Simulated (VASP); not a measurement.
S:

```
S
1.0
     0.00000    2.04083    2.04083
     2.04083    0.00000    2.04083
     2.04083    2.04083    0.00000
S
1
Direct
  0.00000 0.00000 0.00000
```

```yaml
Program: VASP 6.6.1
Task: relaxation of cell and atoms
Functional: PBEsol
Potentials_or_basis: VASP PAW PBE potentials, release 64 (S)
Cutoff: 600 eV
k_mesh: 18 × 18 × 18
Occupations: fermi-dirac, width 0.08 eV
Spin: no spin polarisation
```

At the start: pressure -9.2 GPa; volume 17.00 Å³/atom.

Problem. How do energy, volume and symmetry change on relaxing?

Solution. Over 3 steps the energy falls by 66.2 meV/atom and the volume is 14.95 Å³/atom (-12.1 %); space group Fm-3m (No. 225, to 0.05 Å).

The path:
| step | energy change (eV) | largest force (eV/Å) | pressure (GPa) | volume (Å³) |
| --- | --- | --- | --- | --- |
| 1 | 0.0000 | 0.0000 | -9.25 | 17.00 |
| 2 | -0.0649 | 0.0000 | 1.68 | 14.70 |
| 3 | -0.0662 | 0.0000 | 0.03 | 14.95 |

Final structure:
```xyz
1
Lattice="0.0000 1.9551 1.9551 1.9551 0.0000 1.9551 1.9551 1.9551 0.0000" Properties=species:S:1:pos:R:3 pbc="T T T"
S     0.0000    0.0000    0.0000
```

Caveat: the PAW data sets were made with another functional, which shifts forces and pressure a little.
